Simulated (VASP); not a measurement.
Set up this calculation in VASP 6.6.1, as the native input.

* Task: single point
* Functional: PBEsol
* Potentials or basis: VASP PAW PBE potentials, release 64 (Ge_d)
* Cutoff: 520 eV
* k mesh: 9 × 9 × 12
* Occupations: gaussian, width 0.1 eV
* Spin: no spin polarisation
* Dipole correction: no
* Further INCAR settings: ALGO = Normal; EDIFF = 1e-07; NBANDS = 21; ISYM = 0

The structure of Ge lies in POSCAR:

```
Ge
1.0
    4.0133717229      0.0000000000      0.0000000000
    0.0000000000      4.0133717229      0.0000000000
    2.0066858615      2.0066858615      2.8378823607
Ge
2
Direct
    0.0000000000      0.0000000000      0.0000000000
    0.2500000000      0.7500000000      0.5000000000
```

One way to write it, as run:

INCAR

```
SYSTEM = Ge
PREC = Accurate
ENCUT = 520
EDIFF = 1E-7
ISMEAR = 0
SIGMA = 0.1
LREAL = .False.
LASPH = .True.
NELM = 80
ALGO = Normal
ISIF = 2
LWAVE = .False.
LCHARG = .True.
GGA = PS
LELF = .True.
LVHAR = .True.
NBANDS = 21
ISYM = 0
```

KPOINTS

```
regular mesh
0
Gamma
  9 9 12
  0 0 0
```

Potentials or basis: VASP PAW PBE potentials, release 64 (Ge_d).

Command:

```bash
$ cat potpaw_PBE.64/Ge_d/POTCAR > POTCAR
$ mpirun -np 1 vasp_std > vasp.out
```

It gave:

```json
{"Pressure": "-0.1 GPa", "Band gap on the k mesh": "zero (filled and empty bands touch)"}
```

Caveat: semilocal functionals underestimate gaps, and a narrow one can read as zero; the PAW data sets were made with another functional, which shifts forces and pressure a little.

Run time: 7.2 min on 1 thread of Intel(R) Xeon(R) Platinum 8488C (Sapphire Rapids), with other jobs on the host, peak memory 0.45 GiB.
